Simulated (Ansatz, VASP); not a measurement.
# One calculation of Na, two programs

Contents of POSCAR:

```
Na
1.0
   -2.1410000000      2.1410000000      2.1410000000
    2.1410000000     -2.1410000000      2.1410000000
    2.1410000000      2.1410000000     -2.1410000000
Na
1
Direct
    0.0000000000      0.0000000000      0.0000000000
```

Contents of INCAR.step1:

```
PREC = Accurate
ENCUT = 600
ISMEAR = -1
SIGMA = 0.05
LREAL = False
LASPH = True
NELM = 100
GGA = PE
ALGO = Normal
EDIFF = 1E-4
LWAVE = True
LCHARG = False
```

The input INCAR.step2:

```
PREC = Accurate
ENCUT = 600
EDIFF = 1E-7
ISMEAR = -1
SIGMA = 0.05
LREAL = False
LASPH = True
NELM = 100
ALGO = Normal
ISIF = 3
LWAVE = False
LCHARG = False
METAGGA = R2SCAN
LMIXTAU = True
IBRION = 2
NSW = 60
EDIFFG = -0.01
ISTART = 1
```

The input KPOINTS:

```
Automatic mesh
0
Gamma
  9 9 9
```

File input.yaml:

```yaml
crystal:
  lattice:
    - [-2.141, 2.141, 2.141]
    - [2.141, -2.141, 2.141]
    - [2.141, 2.141, -2.141]
  atoms:
    - { symbol: Na, position: [0.0, 0.0, 0.0] }
hamiltonian:
  xc: r2scan
  pseudopotentials: { kind: paw }
kpoints:
  mp_grid: { grid: [9, 9, 9] }
scf:
  occupations: { method: fermi_dirac, width: 0.05 }
output:
  forces: true
  stress: true
  eigenvalues: true
relax:
  f_tol: 0.01
  max_steps: 40
  cell: { stress_tol: 0.05 }
```

Alike in both runs: task relaxation of cell and atoms; functional r2SCAN; k mesh 9 × 9 × 9; occupations fermi-dirac, width 0.05 eV; no spin polarisation.

```csv
,VASP,Ansatz
version,VASP 6.6.1,Ansatz 0.2.0
potentials or method,"VASP PAW PBE potentials, release 64 (Na_pv)",Ansatz PAW
plane-wave cutoff (eV),600,500
valence electrons in the cell,7,9
```

```tsv
	VASP	Ansatz	Ansatz less VASP
gap on the k mesh at the Fermi level, each at its own relaxed structure (eV)	none	none	-
relaxed volume (Å³/atom)	37.71	37.54	-0.167
relaxed cell length with the largest relative difference (Å)	3.659	3.654	-0.0054
```

VASP's potentials were made for PBE, not for r2SCAN. A gap of «none» marks a metal or a gap that the smearing closes. VASP's potentials hold 7 valence electrons a cell and Ansatz's 9, so a difference there can come from the potentials and not from the codes.

Noted on Ansatz's run: the plane-wave basis is chosen anew once the cell has moved, so the energies of steps on either side of that aren't comparable.
